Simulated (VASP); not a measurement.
# BiTe (Fm-3m) in VASP: further runs, part 2 of 2

VASP 6.6.1. The steps go on from the part before.

### 3 Single point, PBE0

This run uses another cell than the first one, of 31.82 Å³/atom, 0.959 times its volume.

Contents of POSCAR:

```
BiTe
1.0
    0.0000000000      3.1689610617      3.1689610617
    3.1689610617      0.0000000000      3.1689610617
    3.1689610617      3.1689610617      0.0000000000
Bi Te
1 1
Direct
    0.0000000000      0.0000000000      0.0000000000
    0.5000000000      0.5000000000      0.5000000000
```

Contents of INCAR.step1:

```
PREC = Accurate
ENCUT = 520
EDIFF = 1E-5
ISMEAR = -1
SIGMA = 0.05
LREAL = False
LASPH = True
NELM = 60
ALGO = Normal
ISIF = 2
LWAVE = True
LCHARG = False
GGA = PE
NBANDS = 18
```

Contents of INCAR.step2:

```
PREC = Accurate
ENCUT = 520
EDIFF = 1E-6
ISMEAR = -1
SIGMA = 0.05
LREAL = False
LASPH = True
NELM = 60
ALGO = Normal
ISIF = 2
LWAVE = False
LCHARG = False
GGA = PE
LHFCALC = True
AEXX = 0.25
PRECFOCK = Normal
ISTART = 1
NBANDS = 18
```

Contents of KPOINTS:

```
regular mesh
0
Gamma
  4 4 4
```

Potentials or basis: VASP PAW PBE potentials, release 64 (Bi_d, Te).

On the command line:

```sh
> cat potpaw_PBE.64/Bi_d/POTCAR potpaw_PBE.64/Te/POTCAR > POTCAR
> cp INCAR.step1 INCAR
> mpirun -np 1 vasp_std > vasp.out
> cp INCAR.step2 INCAR
> mpirun -np 1 vasp_std > vasp.out
```

OUTCAR:

```text
PREC = Accurate
   ENCUT = 520
   EDIFF = 1E-6
   ISMEAR = -1
   LREAL = False
   LASPH = True
   NELM = 60
   ISIF = 2
   GGA = PE
   LHFCALC = True
   AEXX = 0.25
   PRECFOCK = Normal
   ISTART = 1

 ion  position               nearest neighbor table
   1  0.000  0.000  0.000-   2 3.17   2 3.17   2 3.17   2 3.17   2 3.17   2 3.17
   2  0.500  0.500  0.500-   1 3.17   1 3.17   1 3.17   1 3.17   1 3.17   1 3.17

  LATTYP: Found a face centered cubic cell.
 ALAT       =     6.3379221234

  Lattice vectors:

 A1 = (   0.0000000000,   3.1689610617,   3.1689610617)
 A2 = (   3.1689610617,   0.0000000000,   3.1689610617)
 A3 = (   3.1689610617,   3.1689610617,   0.0000000000)

Analysis of symmetry for initial positions (statically):
=====================================================================
 Subroutine PRICEL returns:
 Original cell was already a primitive cell.

[... 154 lines left out ...]
  ext. energy  EPLUGINS =         0.00000000
  ---------------------------------------------------
  free energy    TOTEN  =        -9.71364358 eV

  energy without entropy =       -9.70519520  energy(sigma->0) =       -9.70941939

 E-fermi :   7.5787     XC(G=0):  -7.6926

 val. band max:        6.8790929375   @ k =  -0.2500   0.2500   0.0000
 cond. band min:       7.6592157121   @ k =  -0.2500   0.2500   0.0000
 fundamental gap:      0.7801227746
 Fermi energy:         7.5787440374

 k-point     1 :       0.0000    0.0000    0.0000
  band No.  band energies     occupation
      1     -18.4432      2.00000
      2     -18.4432      2.00000
      3     -18.4297      2.00000
      4     -18.4297      2.00000
      5     -18.4297      2.00000
      6      -8.5913      2.00000
[... 145 lines left out ...]
      5     -18.4157      2.00000
      6      -5.7865      2.00000
[... 10 lines left out ...]
     17      18.3622      0.00000
     18      19.3411      0.00000

------------------------ aborting loop because EDIFF is reached ----------------------------------------

  FORCE on cell =-STRESS in cart. coord.  units (eV):
  Direction    XX          YY          ZZ          XY          YZ          ZX
  --------------------------------------------------------------------------------------
  -------------------------------------------------------------------------------------
  Total        0.6648250      0.6648250      0.6648250     -0.0000000     -0.0000000      0.0000000
  in kB       16.7354440     16.7354440     16.7354440     -0.0000000     -0.0000000      0.0000000
  external PRESSURE =      16.7354440 kB  Pullay stress =       0.0000000 kB

 VOLUME and BASIS-vectors are now :
 -----------------------------------------------------------------------------
  energy-cutoff  :      520.00
  volume of cell :       63.65
      direct lattice vectors                 reciprocal lattice vectors
     0.000000000  3.168961062  3.168961062    -0.157780418  0.157780418  0.157780418
     3.168961062  0.000000000  3.168961062     0.157780418 -0.157780418  0.157780418
     3.168961062  3.168961062  0.000000000     0.157780418  0.157780418 -0.157780418

 POSITION                                       TOTAL-FORCE (eV/Angst)
 -----------------------------------------------------------------------------------
      0.00000      0.00000      0.00000        -0.000000      0.000000      0.000000
      3.16896      3.16896      3.16896         0.000000      0.000000     -0.000000
 -----------------------------------------------------------------------------------
    total drift:                               -0.000000      0.000001     -0.000000

  FREE ENERGIE OF THE ION-ELECTRON SYSTEM (eV)
  ---------------------------------------------------
  free  energy   TOTEN  =        -9.7136435777 eV

  energy  without entropy=       -9.7051951997  energy(sigma->0) =       -9.70941939
```

OUTCAR.step1:

```text
PREC = Accurate
   ENCUT = 520
   EDIFF = 1E-5
   ISMEAR = -1
   LREAL = False
[... 371 lines left out ...]
      0.00000      0.00000      0.00000         0.000000      0.000000      0.000000
      3.16896      3.16896      3.16896         0.000000      0.000000      0.000000
 -----------------------------------------------------------------------------------
    total drift:                               -0.000000      0.000000      0.000000

  FREE ENERGIE OF THE ION-ELECTRON SYSTEM (eV)
  ---------------------------------------------------
  free  energy   TOTEN  =        -7.1519848300 eV

  energy  without entropy=       -7.1360303432  energy(sigma->0) =       -7.14400759
```

OSZICAR.step1:

```text
N       E                     dE             d eps       ncg     rms          rms(c)
DAV:   1     0.164752084604E+03    0.16475E+03   -0.98248E+03   288   0.114E+03
DAV:   2     0.512690815413E+01   -0.15963E+03   -0.15463E+03   298   0.313E+02
DAV:   3    -0.681144438636E+01   -0.11938E+02   -0.11873E+02   334   0.921E+01
DAV:   4    -0.714941132878E+01   -0.33797E+00   -0.33772E+00   352   0.167E+01
DAV:   5    -0.716320415057E+01   -0.13793E-01   -0.13792E-01   394   0.316E+00    0.625E+00
DAV:   6    -0.714803503739E+01    0.15169E-01   -0.55507E-02   406   0.152E+00    0.380E+00
DAV:   7    -0.715206152212E+01   -0.40265E-02   -0.21589E-02   322   0.808E-01    0.419E-01
DAV:   8    -0.715186513570E+01    0.19639E-03   -0.36034E-03   364   0.409E-01    0.122E-01
DAV:   9    -0.715198269797E+01   -0.11756E-03   -0.33677E-04   352   0.105E-01    0.680E-02
DAV:  10    -0.715198483004E+01   -0.21321E-05   -0.65270E-06   282   0.167E-02
   1 F= -.71519848E+01 E0= -.71440076E+01  d E =-.159545E-01
```

Wall time 22 min (1 thread of Intel Xeon Platinum 8259CL at 2.50GHz (Skylake/Cascade Lake), shared host); peak memory 0.22 GiB.

Results:

- Free energy: -9.7136 eV
- Pressure: 1.7 GPa

Caveat: the k points lie up to 0.43 Å⁻¹ apart; the PAW data sets were made with another functional, which shifts forces and pressure a little; spin-orbit coupling is left out, which moves the levels of the heavy elements.

### 4 Single point, PBE0

This run uses another cell than the first one, of 32.50 Å³/atom, 0.980 times its volume.

Contents of POSCAR:

```
BiTe
1.0
    0.0000000000      3.1912784242      3.1912784242
    3.1912784242      0.0000000000      3.1912784242
    3.1912784242      3.1912784242      0.0000000000
Bi Te
1 1
Direct
    0.0000000000      0.0000000000      0.0000000000
    0.5000000000      0.5000000000      0.5000000000
```

Contents of INCAR.step1:

```
PREC = Accurate ; ENCUT = 520
EDIFF = 1E-5 ; ISMEAR = -1
SIGMA = 0.05 ; LREAL = False
LASPH = True ; NELM = 60
ALGO = Normal ; ISIF = 2
LWAVE = True ; NBANDS = 18
GGA = PE
```

Contents of INCAR.step2:

```
PREC = Accurate ; ENCUT = 520
EDIFF = 1E-6 ; ISMEAR = -1
SIGMA = 0.05 ; LREAL = False
LASPH = True ; NELM = 60
ALGO = Normal ; ISIF = 2
LWAVE = False ; LCHARG = True
GGA = PE ; LHFCALC = True
AEXX = 0.25 ; PRECFOCK = Normal
LELF = True ; LVHAR = True
NBANDS = 18 ; ISTART = 1
```

KPOINTS is that of step 3.

Potentials or basis: VASP PAW PBE potentials, release 64 (Bi_d, Te).

On the command line:

```sh
> cat potpaw_PBE.64/Bi_d/POTCAR potpaw_PBE.64/Te/POTCAR > POTCAR
> cp INCAR.step1 INCAR
> mpirun -np 1 vasp_std > vasp.out
> cp INCAR.step2 INCAR
> mpirun -np 1 vasp_std > vasp.out
```

OUTCAR:

```text
PREC = Accurate
   ENCUT = 520
   EDIFF = 1E-6
   ISMEAR = -1
   LREAL = False
   LASPH = True
   NELM = 60
   ISIF = 2
   GGA = PE
   LHFCALC = True
   AEXX = 0.25
   PRECFOCK = Normal
   ISTART = 1

 ion  position               nearest neighbor table
   1  0.000  0.000  0.000-   2 3.19   2 3.19   2 3.19   2 3.19   2 3.19   2 3.19
   2  0.500  0.500  0.500-   1 3.19   1 3.19   1 3.19   1 3.19   1 3.19   1 3.19

  LATTYP: Found a face centered cubic cell.
 ALAT       =     6.3825568484

  Lattice vectors:

 A1 = (   0.0000000000,   3.1912784242,   3.1912784242)
 A2 = (   3.1912784242,   0.0000000000,   3.1912784242)
 A3 = (   3.1912784242,   3.1912784242,   0.0000000000)

Analysis of symmetry for initial positions (statically):
=====================================================================
 Subroutine PRICEL returns:
 Original cell was already a primitive cell.

 Routine SETGRP: Setting up the symmetry group for a
 face centered cubic supercell.

 Subroutine GETGRP returns: Found 48 space group operations
 (whereof 48 operations were pure point group operations)
 out of a pool of 48 trial point group operations.

The static configuration has the point symmetry O_h .

Analysis of symmetry for dynamics (positions and initial velocities):
=====================================================================
 Subroutine PRICEL returns:
 Original cell was already a primitive cell.

 Routine SETGRP: Setting up the symmetry group for a
 face centered cubic supercell.

 Subroutine GETGRP returns: Found 48 space group operations
 (whereof 48 operations were pure point group operations)
 out of a pool of 48 trial point group operations.

[... 101 lines left out ...]
   IMIX   =      1    mixing-type and parameters
     AMIX     =   0.40;   BMIX     =  1.00
     AMIX_MAG =   1.60;   BMIX_MAG =  1.00
  volume/ion in A,a.u.               =      32.50       219.33
  Fermi-wavevector in a.u.,A,eV,Ry     =   1.123328  2.122782 17.168725  1.261866
  Thomas-Fermi vector in A             =   2.259993
   LORBIT       =      0    0 simple, 1 ext, 2 COOP (PROOUT), +10 PAW based schemes
   GGA     = PE    functional components
   LHFCALC =     T    Hartree Fock is set to
   PRECFOCK=normal    Normal, Fast or Accurate (Low or Medium for compatibility)
   ENCUT4O =  -1.0   cutoff for four orbital integrals eV
   NKREDX  =     1    reduce k-point grid by
   NKREDY  =     1    reduce k-point grid by
   NKREDZ  =     1    reduce k-point grid by
   AEXX    =    0.2500 exact exchange contribution
   HFSCREEN=    0.0000 screening length (either q_TF or 0.3 A-1)
   HFSCREENC=   0.0000 screening length for correlation (either q_TF or 0.3 A-1)
   ENCUTFOCK=  -1.0 apply spherical cutoff to Coloumb kernel
   IVDW    =     0    specifies the selected vdW correction
   LEPSILON=     F    determine dielectric tensor
   LRPA    =     F    only Hartree local field effects (RPA)
 non-spin polarized calculation
  energy-cutoff  :      520.00
  volume of cell :       65.00
 maximum number of plane-waves:      1807
 NGX is ok and might be reduce to    36
  NGX = 28; NGY = 28; NGZ = 28

 number of electron      21.0000004 magnetization

 Free energy of the ion-electron system (eV)
  ---------------------------------------------------
  ext. energy  EPLUGINS =         0.00000000
  ---------------------------------------------------
  free energy    TOTEN  =        -9.72264600 eV

  energy without entropy =       -9.71419728  energy(sigma->0) =       -9.71842164

 E-fermi :   7.2773     XC(G=0):  -7.6191

 val. band max:        6.6230735927   @ k =  -0.2500   0.2500   0.0000
 cond. band min:       7.3577351116   @ k =  -0.2500   0.2500   0.0000
 fundamental gap:      0.7346615189
 Fermi energy:         7.2772639365

 k-point     1 :       0.0000    0.0000    0.0000
  band No.  band energies     occupation
      1     -18.7039      2.00000
      2     -18.7039      2.00000
      3     -18.6922      2.00000
      4     -18.6922      2.00000
      5     -18.6922      2.00000
      6      -8.6912      2.00000
[... 145 lines left out ...]
      5     -18.6794      2.00000
      6      -5.9817      2.00000
[... 10 lines left out ...]
     17      17.9878      0.00000
     18      19.0150      0.00000

------------------------ aborting loop because EDIFF is reached ----------------------------------------

  FORCE on cell =-STRESS in cart. coord.  units (eV):
  Direction    XX          YY          ZZ          XY          YZ          ZX
  --------------------------------------------------------------------------------------
  -------------------------------------------------------------------------------------
  Total        0.1526949      0.1526949      0.1526949      0.0000000     -0.0000000      0.0000000
  in kB        3.7636651      3.7636651      3.7636651      0.0000000     -0.0000000      0.0000000
  external PRESSURE =       3.7636651 kB  Pullay stress =       0.0000000 kB

 VOLUME and BASIS-vectors are now :
 -----------------------------------------------------------------------------
  energy-cutoff  :      520.00
  volume of cell :       65.00
      direct lattice vectors                 reciprocal lattice vectors
     0.000000000  3.191278424  3.191278424    -0.156677022  0.156677022  0.156677022
     3.191278424  0.000000000  3.191278424     0.156677022 -0.156677022  0.156677022
     3.191278424  3.191278424  0.000000000     0.156677022  0.156677022 -0.156677022

 POSITION                                       TOTAL-FORCE (eV/Angst)
 -----------------------------------------------------------------------------------
      0.00000      0.00000      0.00000        -0.000000     -0.000000     -0.000000
      3.19128      3.19128      3.19128         0.000000      0.000000      0.000000
 -----------------------------------------------------------------------------------
    total drift:                               -0.000001     -0.000000     -0.000001

  FREE ENERGIE OF THE ION-ELECTRON SYSTEM (eV)
  ---------------------------------------------------
  free  energy   TOTEN  =        -9.7226460011 eV

  energy  without entropy=       -9.7141972760  energy(sigma->0) =       -9.71842164
```

It took 22 min on 1 thread of Intel Xeon Platinum 8259CL at 2.50GHz (Skylake/Cascade Lake), shared host; peak memory 0.22 GiB.

What came out:

| Property | Result |
| --- | --- |
| Free energy | -9.7226 eV |
| Pressure | 0.4 GPa |

Caveat: the k points lie up to 0.43 Å⁻¹ apart; the PAW data sets were made with another functional, which shifts forces and pressure a little; spin-orbit coupling is left out, which moves the levels of the heavy elements.

### 5 Single point, PBE0

Contents of POSCAR:

```
BiTe
1.0
    0.0000000000      3.2132879364      3.2132879364
    3.2132879364      0.0000000000      3.2132879364
    3.2132879364      3.2132879364      0.0000000000
Bi Te
1 1
Direct
    0.0000000000      0.0000000000      0.0000000000
    0.5000000000      0.5000000000      0.5000000000
```

Contents of INCAR.step1:

```
  ALGO = Normal
  EDIFF = 1E-5
  ENCUT = 520
  GGA = PE
  ISIF = 2
  ISMEAR = -1
  LASPH = T
  LREAL = F
  LWAVE = T
  NBANDS = 18
  NELM = 100
  PREC = Accurate
  SIGMA = 0.05
```

Contents of INCAR.step2:

```
  AEXX = 0.25
  ALGO = Normal
  EDIFF = 1E-6
  ENCUT = 520
  GGA = PE
  ISIF = 2
  ISMEAR = -1
  ISTART = 1
  LASPH = T
  LCHARG = T
  LELF = T
  LHFCALC = T
  LREAL = F
  LVHAR = T
  LWAVE = F
  NBANDS = 18
  NELM = 100
  PREC = Accurate
  PRECFOCK = Normal
  SIGMA = 0.05
```

Contents of KPOINTS:

```
k-points
0
Gamma
  4 4 4
```

Potentials or basis: VASP PAW PBE potentials, release 64 (Bi_d, Te).

On the command line:

```sh
> cat potpaw_PBE.64/Bi_d/POTCAR potpaw_PBE.64/Te/POTCAR > POTCAR
> cp INCAR.step1 INCAR
> mpirun -np 1 vasp_std > vasp.out
> cp INCAR.step2 INCAR
> mpirun -np 1 vasp_std > vasp.out
```

OUTCAR:

```text
AEXX = 0.25
   EDIFF = 1E-6
   ENCUT = 520
   GGA = PE
   ISIF = 2
   ISMEAR = -1
   ISTART = 1
   LASPH = T
   LHFCALC = T
   LREAL = F
   NELM = 100
   PREC = Accurate
   PRECFOCK = Normal

 ion  position               nearest neighbor table
   1  0.000  0.000  0.000-   2 3.21   2 3.21   2 3.21   2 3.21   2 3.21   2 3.21
   2  0.500  0.500  0.500-   1 3.21   1 3.21   1 3.21   1 3.21   1 3.21   1 3.21

  LATTYP: Found a face centered cubic cell.
 ALAT       =     6.4265758728

  Lattice vectors:
[... 344 lines left out ...]

------------------------ aborting loop because EDIFF is reached ----------------------------------------

  FORCE on cell =-STRESS in cart. coord.  units (eV):
  Direction    XX          YY          ZZ          XY          YZ          ZX
  --------------------------------------------------------------------------------------
  -------------------------------------------------------------------------------------
  Total       -0.3240152     -0.3240152     -0.3240152     -0.0000000     -0.0000000     -0.0000000
  in kB       -7.8234269     -7.8234269     -7.8234269     -0.0000000     -0.0000000     -0.0000000
  external PRESSURE =      -7.8234269 kB  Pullay stress =       0.0000000 kB

 VOLUME and BASIS-vectors are now :
 -----------------------------------------------------------------------------
  energy-cutoff  :      520.00
  volume of cell :       66.36
      direct lattice vectors                 reciprocal lattice vectors
     0.000000000  3.213287936  3.213287936    -0.155603858  0.155603858  0.155603858
     3.213287936  0.000000000  3.213287936     0.155603858 -0.155603858  0.155603858
     3.213287936  3.213287936  0.000000000     0.155603858  0.155603858 -0.155603858

 POSITION                                       TOTAL-FORCE (eV/Angst)
 -----------------------------------------------------------------------------------
      0.00000      0.00000      0.00000         0.000000     -0.000000      0.000000
      3.21329      3.21329      3.21329        -0.000000      0.000000     -0.000000
 -----------------------------------------------------------------------------------
    total drift:                                0.000000      0.000000     -0.000000

  FREE ENERGIE OF THE ION-ELECTRON SYSTEM (eV)
  ---------------------------------------------------
  free  energy   TOTEN  =        -9.7213100117 eV

  energy  without entropy=       -9.7128605312  energy(sigma->0) =       -9.71708527
```

Run time: 19 min. Hardware: 1 thread of Intel Xeon Platinum 8259CL at 2.50GHz (Skylake/Cascade Lake), shared host; peak memory 0.22 GiB.

What came out:

```yaml
Free_energy: -9.7213 eV
Pressure: -0.8 GPa
```

Caveat: the k points lie up to 0.42 Å⁻¹ apart; the PAW data sets were made with another functional, which shifts forces and pressure a little; spin-orbit coupling is left out, which moves the levels of the heavy elements.

### 6 The runs side by side

```tsv
level	spin	cell	k mesh	smearing	grid for exact exchange (PRECFOCK)	gap on the mesh (eV)	pressure (GPa)
PBEsol	non-collinear, zero start, SOC	a = 4.544 Å, angles 60.0°, 2 atoms	5 × 5 × 5	gaussian 0.01 eV	-	-	1.0
PBE0	off	a = 4.482 Å, angles 60.0°, 2 atoms	4 × 4 × 4	fermi-dirac 0.05 eV	Normal	none	1.7
PBE0	off	a = 4.513 Å, angles 60.0°, 2 atoms	4 × 4 × 4	fermi-dirac 0.05 eV	Normal	none	0.4
PBE0	off	a = 4.544 Å, angles 60.0°, 2 atoms	4 × 4 × 4	fermi-dirac 0.05 eV	Normal	none	-0.8
```

Alike in all rows: task single point; potentials or basis VASP PAW PBE potentials, release 64 (Bi_d, Te); cutoff (eV) 520.

Caveats: some runs use coarse meshes; the PAW data sets were made with another functional, which shifts forces and pressure a little; spin-orbit coupling is left out, which moves the levels of the heavy elements (some runs).

Absolute energies hang on the potentials; compare differences alone.
